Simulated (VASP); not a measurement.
# Al2Cu (P4/mmm) in VASP: a series of runs

Runs on Al2Cu. Level: PBE. Tasks: single point.

All numbers are computed with VASP 6.6.1; they aren't measurements. Logs are shortened: lines on timing, memory, paths and dates and some standing lists are left out, and cuts for length are marked.

### 1 The cell of the first run

The structure is tetragonal, space group P4/mmm (No. 123). The conventional cell has a = 4.410 Å, b = 4.410 Å, c = 2.654 Å, α = 90.00°, β = 90.00°, γ = 90.00°. Al (site symmetry mmm) has 4 Cu at 2.57 Å and 6 Al at 2.65 to 3.12 Å within 3.4 Å. Cu (site symmetry 4/mmm) has 8 Al at 2.57 Å and 2 Cu at 2.65 Å within 3.4 Å.

### 2 Single point, PBE

Input file INCAR:

```
SYSTEM = Al2Cu
PREC     = Accurate       ! precision mode
ENCUT    = 520            ! plane-wave cutoff, eV
EDIFF    = 1E-6           ! SCF threshold, eV
ISMEAR   = 0              ! smearing method
SIGMA    = 0.15           ! smearing width, eV
LREAL    = .FALSE.        ! projectors in reciprocal space
LASPH    = .TRUE.         ! aspherical terms in the spheres
NELM     = 100            ! most SCF steps
ALGO     = Fast           ! electronic algorithm
ISIF     = 2              ! what is computed and relaxed
LWAVE    = .FALSE.        ! write WAVECAR
LCHARG   = .FALSE.        ! write CHGCAR
GGA      = PE             ! functional
NBANDS   = 16             ! bands
```

Input file KPOINTS:

```
regular mesh
0
G
  10 10 14
  0 0 0
```

Input file POSCAR:

```
Al2Cu
1.0
    4.4096000000      0.0000000000      0.0000000000
    0.0000000000      4.4096000000      0.0000000000
    0.0000000000      0.0000000000      2.6540000000
Al Cu
2 1
Direct
    0.5000000000      0.0000000000      0.5000000000
    0.0000000000      0.5000000000      0.5000000000
    0.0000000000      0.0000000000      0.0000000000
```

Potentials or basis: VASP PAW PBE potentials, release 64 (Al, Cu).

Started as:

```
> cat potpaw_PBE.64/Al/POTCAR potpaw_PBE.64/Cu/POTCAR > POTCAR
> mpirun -np 1 vasp_std > vasp.out
```

OUTCAR:

```text
SYSTEM = Al2Cu
   PREC = Accurate
   ENCUT = 520
   EDIFF = 1E-6
   ISMEAR = 0
   LREAL = .FALSE.
   LASPH = .TRUE.
   NELM = 100
   ISIF = 2
   GGA = PE

 ion  position               nearest neighbor table
   1  0.500  0.000  0.500-   3 2.57   3 2.57   3 2.57   3 2.57   2 3.12   2 3.12   2 3.12   2 3.12

   2  0.000  0.500  0.500-   3 2.57   3 2.57   3 2.57   3 2.57   1 3.12   1 3.12   1 3.12   1 3.12

   3  0.000  0.000  0.000-   1 2.57   2 2.57   1 2.57   2 2.57   2 2.57   2 2.57   1 2.57   1 2.57

  LATTYP: Found a simple tetragonal cell.
 ALAT       =     4.4096000000
 C/A-ratio  =     0.6018686502

  Lattice vectors:

 A1 = (   4.4096000000,   0.0000000000,   0.0000000000)
 A2 = (   0.0000000000,   4.4096000000,   0.0000000000)
 A3 = (   0.0000000000,   0.0000000000,   2.6540000000)

Analysis of symmetry for initial positions (statically):
=====================================================================
 Subroutine PRICEL returns:
 Original cell was already a primitive cell.

 Routine SETGRP: Setting up the symmetry group for a
 simple tetragonal supercell.

 Subroutine GETGRP returns: Found 16 space group operations
 (whereof 16 operations were pure point group operations)
 out of a pool of 16 trial point group operations.

The static configuration has the point symmetry D_4h.

Analysis of symmetry for dynamics (positions and initial velocities):
=====================================================================
 Subroutine PRICEL returns:
 Original cell was already a primitive cell.

 Routine SETGRP: Setting up the symmetry group for a
 simple tetragonal supercell.

 Subroutine GETGRP returns: Found 16 space group operations
 (whereof 16 operations were pure point group operations)
 out of a pool of 16 trial point group operations.

The dynamic configuration has the point symmetry D_4h.

 Subroutine INISYM returns: Found 16 space group operations
 (whereof 16 operations are pure point group operations),
 and found     1 'primitive' translations

----------------------------------------------------------------------------------------

                                     Primitive cell

  volume of cell :      51.6059

  direct lattice vectors                    reciprocal lattice vectors
     4.409600000  0.000000000  0.000000000     0.226777939  0.000000000  0.000000000
     0.000000000  4.409600000  0.000000000     0.000000000  0.226777939  0.000000000
     0.000000000  0.000000000  2.654000000     0.000000000  0.000000000  0.376789751

  length of vectors
     4.409600000  4.409600000  2.654000000     0.226777939  0.226777939  0.376789751

  position of ions in fractional coordinates (direct lattice)
     0.500000000  0.000000000  0.500000000
     0.000000000  0.500000000  0.500000000
     0.000000000  0.000000000  0.000000000

  ion indices of the primitive-cell ions
   primitive index   ion index
                 1           1
                 2           2
                 3           3

----------------------------------------------------------------------------------------

 KPOINTS: regular mesh

Automatic generation of k-mesh.
 Grid dimensions read from file:
 generate k-points for:   10   10   14

 Generating k-lattice:

  Cartesian coordinates                     Fractional coordinates (reciprocal lattice)
     0.022677794  0.000000000  0.000000000     0.100000000  0.000000000  0.000000000
     0.000000000  0.022677794  0.000000000     0.000000000  0.100000000  0.000000000
     0.000000000  0.000000000  0.026913554     0.000000000  0.000000000  0.071428571

  Length of vectors
     0.022677794  0.022677794  0.026913554

  Shift w.r.t. Gamma in fractional coordinates (k-lattice)
     0.000000000  0.000000000  0.000000000

 Subroutine IBZKPT returns following result:
 ===========================================

 Found    168 irreducible k-points:

 Following reciprocal coordinates:
            Coordinates               Weight
  0.000000  0.000000  0.000000      1.000000
  0.100000  0.000000  0.000000      4.000000
  0.200000  0.000000  0.000000      4.000000
  0.300000  0.000000  0.000000      4.000000
  0.400000  0.000000  0.000000      4.000000
  0.500000  0.000000  0.000000      2.000000
[... 16 lines left out ...]
  0.100000  0.000000  0.071429      8.000000
  0.200000  0.000000  0.071429      8.000000
 [... further k-points ...]
   k-points           NKPTS =    168   k-points in BZ     NKDIM =    168   number of bands    NBANDS=     16
   number of dos      NEDOS =    301   number of ions     NIONS =      3
   total plane-waves  NPLWV =  25920
   dimension x,y,z NGX =    36 NGY =   36 NGZ =   20
   dimension x,y,z NGXF=    72 NGYF=   72 NGZF=   40
   ions per type =               2   1
   NGX,Y,Z   is equivalent  to a cutoff of  13.57, 13.57, 12.53 a.u.
   NGXF,Y,Z  is equivalent  to a cutoff of  27.14, 27.14, 25.06 a.u.
 SYSTEM =  Al2Cu
   PREC   = accura    normal or accurate (medium, high low for compatibility)
   ISTART =      0    job   : 0-new  1-cont  2-samecut
   ICHARG =      2    charge: 1-file 2-atom 10-const
   ISPIN  =      1    spin polarized calculation?
   LNONCOLLINEAR =      F non collinear calculations
   LSORBIT =      F    spin-orbit coupling
   LASPH  =      T    aspherical Exc in radial PAW
   ENCUT  =  520.0 eV  38.22 Ry    6.18 a.u.   8.20  8.20  4.93*2*pi/ulx,y,z
   NELM   =    100;   NELMIN=  2; NELMDL= -5     # of ELM steps
   EDIFF  = 0.1E-05   stopping-criterion for ELM
   LREAL  =      F    real-space projection
   EDIFFG = 0.1E-04   stopping-criterion for IOM
   NSW    =      0    number of steps for IOM
   IBRION =     -1    ionic relax: 0-MD 1-quasi-New 2-CG
   NFREE  =      0    steps in history (QN), initial steepest desc. (CG)
   ISIF   =      2    stress and relaxation
   ISYM   =      2    0-nonsym 1-usesym 2-fastsym
   POTIM  = 0.5000    time-step for ionic-motion
   TEBEG  =    0.0;   TEEND  =   0.0 temperature during run
   PSTRESS=    0.0 pullay stress
   NELECT =      17.0000    total number of electrons
   NUPDOWN=      -1.0000    fix difference up-down
   EMIN   =  10.00;   EMAX   =-10.00  energy-range for DOS
   EFERMI =   0.00;   METHOD = LEGACY
   ISMEAR =     0;   SIGMA  =   0.15  broadening in eV -4-tet -1-fermi 0-gaus
   EFERMI_NEDOS =   21; number of points for ismear=-14 and -15
   IALGO  =     68    algorithm
   IMIX   =      4    mixing-type and parameters
     AMIX     =   0.40;   BMIX     =  1.00
     AMIX_MAG =   1.60;   BMIX_MAG =  1.00
  volume/ion in A,a.u.               =      17.20       116.08
  Fermi-wavevector in a.u.,A,eV,Ry     =   1.130641  2.136602 17.392993  1.278349
  Thomas-Fermi vector in A             =   2.267338
   LORBIT       =      0    0 simple, 1 ext, 2 COOP (PROOUT), +10 PAW based schemes
   GGA     = PE    functional components
   LHFCALC =     F    Hartree Fock is set to
   AEXX    =    0.0000 exact exchange contribution
   IVDW    =     0    specifies the selected vdW correction
   LEPSILON=     F    determine dielectric tensor
   LRPA    =     F    only Hartree local field effects (RPA)
 non-spin polarized calculation
 RMM-DIIS sequential band-by-band and
 Gauss-broadening in eV      SIGMA  =   0.15
  energy-cutoff  :      520.00
  volume of cell :       51.61
 maximum number of plane-waves:      1412
 NGX is ok and might be reduce to    36

 number of electron      17.0000014 magnetization

 Free energy of the ion-electron system (eV)
  ---------------------------------------------------
  ext. energy  EPLUGINS =         0.00000000
  ---------------------------------------------------
  free energy    TOTEN  =       -11.13519185 eV

  energy without entropy =      -11.11838493  energy(sigma->0) =      -11.12678839

 E-fermi :   6.6032     XC(G=0): -10.1322

 val. band max:        6.6007462457   @ k =   0.3000   0.1000   0.5000
 cond. band min:       6.6231871678   @ k =   0.2000   0.1000   0.0000
 fundamental gap:      0.0224409220
 Fermi energy:         6.6031755720

 k-point     1 :       0.0000    0.0000    0.0000
  band No.  band energies     occupation
      1      -3.6314      2.00000
      2       0.9517      2.00000
      3       1.7493      2.00000
      4       2.4712      2.00000
      5       2.9793      2.00000
      6       2.9793      2.00000
[... 8 lines left out ...]
     15      16.1803      0.00000
     16      19.6871      0.00000

 k-point     2 :       0.1000    0.0000    0.0000
  band No.  band energies     occupation
      1      -3.5596      2.00000
      2       0.8762      2.00000
      3       1.7258      2.00000
      4       2.4441      2.00000
      5       2.9787      2.00000
      6       2.9794      2.00000
[... 8 lines left out ...]
     15      16.2479      0.00000
     16      19.7674      0.00000

 k-point     3 :       0.2000    0.0000    0.0000
  band No.  band energies     occupation
      1      -3.3473      2.00000
      2       0.5603      2.00000
      3       1.6692      2.00000
      4       2.3835      2.00000
      5       2.6406      2.00000
      6       2.9770      2.00000
[... 8 lines left out ...]
     15      16.4463      0.00000
     16      19.7877      0.00000

 k-point     4 :       0.3000    0.0000    0.0000
  band No.  band energies     occupation
      1      -3.0084      2.00000
      2      -0.0518      2.00000
      3       1.6340      2.00000
      4       2.3224      2.00000
      5       2.3699      2.00000
      6       2.9749      2.00000
[... 8 lines left out ...]
     15      16.7573      0.00000
     16      18.4056      0.00000
[... 324 lines left out ...]
 k-point    22 :       0.0000    0.0000    0.0714
  band No.  band energies     occupation
      1      -3.5215      2.00000
      2       1.0068      2.00000
      3       1.8066      2.00000
      4       2.4848      2.00000
      5       2.8022      2.00000
      6       2.8022      2.00000
[... 8 lines left out ...]
     15      15.6221      0.00000
     16      19.3156      0.00000

 k-point    23 :       0.1000    0.0000    0.0714
  band No.  band energies     occupation
      1      -3.4498      2.00000
      2       0.9339      2.00000
      3       1.7842      2.00000
      4       2.4575      2.00000
      5       2.7579      2.00000
      6       2.8134      2.00000
[... 8 lines left out ...]
     15      15.8524      0.00000
     16      19.0284      0.00000

 k-point    24 :       0.2000    0.0000    0.0714
  band No.  band energies     occupation
      1      -3.2379      2.00000
      2       0.6290      2.00000
      3       1.7283      2.00000
      4       2.3987      2.00000
      5       2.5607      2.00000
      6       2.8335      2.00000
[... 8 lines left out ...]
     15      16.5412      0.00000
     16      18.3637      0.00000

 [... further k-points ...]

------------------------ aborting loop because EDIFF is reached ----------------------------------------

  FORCE on cell =-STRESS in cart. coord.  units (eV):
  Direction    XX          YY          ZZ          XY          YZ          ZX
  --------------------------------------------------------------------------------------
  -------------------------------------------------------------------------------------
  Total       -1.6629624     -1.6629624      1.3887121      0.0000000      0.0000000      0.0000000
  in kB      -51.6289993    -51.6289993     43.1145140      0.0000000      0.0000000      0.0000000
  external PRESSURE =     -20.0478282 kB  Pullay stress =       0.0000000 kB

 VOLUME and BASIS-vectors are now :
 -----------------------------------------------------------------------------
  energy-cutoff  :      520.00
  volume of cell :       51.61
      direct lattice vectors                 reciprocal lattice vectors
     4.409600000  0.000000000  0.000000000     0.226777939  0.000000000  0.000000000
     0.000000000  4.409600000  0.000000000     0.000000000  0.226777939  0.000000000
     0.000000000  0.000000000  2.654000000     0.000000000  0.000000000  0.376789751

 POSITION                                       TOTAL-FORCE (eV/Angst)
 -----------------------------------------------------------------------------------
      2.20480      0.00000      1.32700         0.000000      0.000000      0.000000
      0.00000      2.20480      1.32700         0.000000      0.000000      0.000000
      0.00000      0.00000      0.00000         0.000000      0.000000      0.000000
 -----------------------------------------------------------------------------------
    total drift:                                0.000000     -0.000000     -0.000000

  FREE ENERGIE OF THE ION-ELECTRON SYSTEM (eV)
  ---------------------------------------------------
  free  energy   TOTEN  =       -11.1351918470 eV

  energy  without entropy=      -11.1183849307  energy(sigma->0) =      -11.12678839
```

It took 75 s on 1 thread of Intel Xeon Platinum 8559C (Emerald Rapids), shared host; peak memory 0.26 GiB.

Results:

- Free energy: -11.1352 eV
- Pressure: -2.0 GPa
- Band gap on the k mesh: zero (an odd number of electrons rules out a gap without spin polarisation)

Stress tensor (GPa, compression positive):
```
-5.16  0.00  0.00
 0.00 -5.16  0.00
 0.00  0.00  4.31
```

Caveat: the stress differs along the axes, from -5 to 4 GPa.

### 3 Single point, PBE

This run uses another cell than the first one, of the same volume but with other edges.

Input file INCAR:

```
PREC = Accurate
ENCUT = 520
EDIFF = 1E-6
ISMEAR = 0
SIGMA = 0.15
LREAL = F
LASPH = T
NELM = 80
ALGO = Fast
ISIF = 2
LWAVE = F
LCHARG = T
GGA = PE
LELF = T
LVHAR = T
NBANDS = 16
```

Input file KPOINTS:

```
Automatic mesh
0
Gamma
  10 10 14
```

Input file POSCAR:

```
Al2Cu
1.0
    4.1211626268      0.0000000000      0.0000000000
    0.0000000000      4.1211626268      0.0000000000
    0.0000000000      0.0000000000      3.0386000000
Al Cu
2 1
Direct
    0.5000000000      0.0000000000      0.5000000000
    0.0000000000      0.5000000000      0.5000000000
    0.0000000000      0.0000000000      0.0000000000
```

Potentials or basis: VASP PAW PBE potentials, release 64 (Al, Cu).

Started as:

```
> cat potpaw_PBE.64/Al/POTCAR potpaw_PBE.64/Cu/POTCAR > POTCAR
> mpirun -np 1 vasp_std > vasp.out
```

Wall time 73 s (1 thread of Intel Xeon Platinum 8559C (Emerald Rapids), shared host); peak memory 0.26 GiB.

The run converged. Its results:

```
Free energy            : -11.2450 eV
Pressure               : -3.9 GPa
Band gap on the k mesh : zero (an odd number of electrons rules out a gap without spin polarisation)
```

Stress tensor (GPa, compression positive):
```
-2.65  0.00  0.00
 0.00 -2.65  0.00
 0.00  0.00 -6.55
```

Levels at points of the mesh, in eV from the Fermi level:
| k point | band 7 | band 8 | band 9 | band 10 | band 11 | band 12 |
| --- | --- | --- | --- | --- | --- | --- |
| (0.00, 0.00, 0.00) | -1.93 | -1.93 | 0.17 | 1.22 | 4.82 | 6.50 |
| (0.50, 0.00, 0.00) | -3.75 | -0.59 | 1.81 | 2.10 | 2.22 | 6.24 |
| (0.50, 0.50, 0.00) | -3.79 | -3.75 | -2.17 | 8.26 | 8.51 | 8.51 |
| (0.00, 0.00, 0.50) | -2.92 | 2.32 | 2.32 | 2.79 | 3.00 | 3.00 |
| (0.50, 0.00, 0.50) | -2.75 | -2.46 | -1.79 | 3.51 | 4.14 | 4.22 |
| (0.50, 0.50, 0.50) | -1.94 | -1.94 | -1.03 | -0.92 | -0.32 | -0.32 |

Caveat: the cell stands under tension.

(Continued in part 2 of 2.)

The gap in the log of VASP goes by the Fermi energy; the results here count the filled bands.